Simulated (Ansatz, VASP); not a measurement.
## Pb: VASP beside Ansatz

Contents of POSCAR:

```
Pb
1.0
    0.0000000000      2.4946408835      2.4946408835
    2.4946408835      0.0000000000      2.4946408835
    2.4946408835      2.4946408835      0.0000000000
Pb
1
Direct
    0.0000000000      0.0000000000      0.0000000000
```

Contents of INCAR.step1:

```
SYSTEM = Pb
  ALGO = Normal
  EDIFF = 1E-4
  ENCUT = 520
  GGA = PE
  ISMEAR = -1
  LASPH = .TRUE.
  LCHARG = .FALSE.
  LREAL = .FALSE.
  LWAVE = .TRUE.
  NBANDS = 13
  NELM = 100
  PREC = Accurate
  SIGMA = 0.1
```

The input INCAR.step2:

```
SYSTEM = Pb
  ALGO = Normal
  EDIFF = 1E-6
  ENCUT = 520
  ISIF = 2
  ISMEAR = -1
  ISTART = 1
  LASPH = .TRUE.
  LCHARG = .FALSE.
  LMIXTAU = .TRUE.
  LREAL = .FALSE.
  LWAVE = .FALSE.
  METAGGA = R2SCAN
  NBANDS = 13
  NELM = 100
  PREC = Accurate
  SIGMA = 0.1
```

File KPOINTS:

```
k-points
0
G
  11 11 11
  0 0 0
```

Input for Ansatz:

```yaml
crystal:
  lattice:
    - [0.0, 2.4946408835, 2.4946408835]
    - [2.4946408835, 0.0, 2.4946408835]
    - [2.4946408835, 2.4946408835, 0.0]
  atoms:
    - { symbol: Pb, position: [0.0, 0.0, 0.0] }
hamiltonian:
  xc: r2scan
  pseudopotentials:
    kind: paw
    azcp:
      Pb: "pseudopotentials/Pb.paw.azcp"
basis:
  ecutwfc: 500
  fft_grid_basis: typed
kpoints:
  mp_grid: { grid: [11, 11, 11], shift: [0, 0, 0] }
magnetization:
  spin_polarized: false
scf:
  occupations: { method: fermi_dirac, width: 0.1 }
  lower_state_search: "off"
output:
  stress: true
  write_density: true
  write_potential: true
  elf: true
  volumetric_format: npy
```

Alike in both runs: task single point; functional r2SCAN; k mesh 11 × 11 × 11; occupations fermi-dirac, width 0.1 eV; no spin polarisation.

```csv
,VASP,Ansatz
version,VASP 6.6.1,Ansatz 0.2.0
potentials or method,"VASP PAW PBE potentials, release 64 (Pb_d), cutoff 520 eV","plane waves (500 eV) with PAW, scalar-relativistic"
valence electrons in the cell,14,14
```

```tsv
	VASP	Ansatz	Ansatz less VASP
pressure (GPa)	0.0	0.0	+0.01
```

VASP's potentials were made for PBE, not for r2SCAN.

Spin-orbit coupling is off throughout.
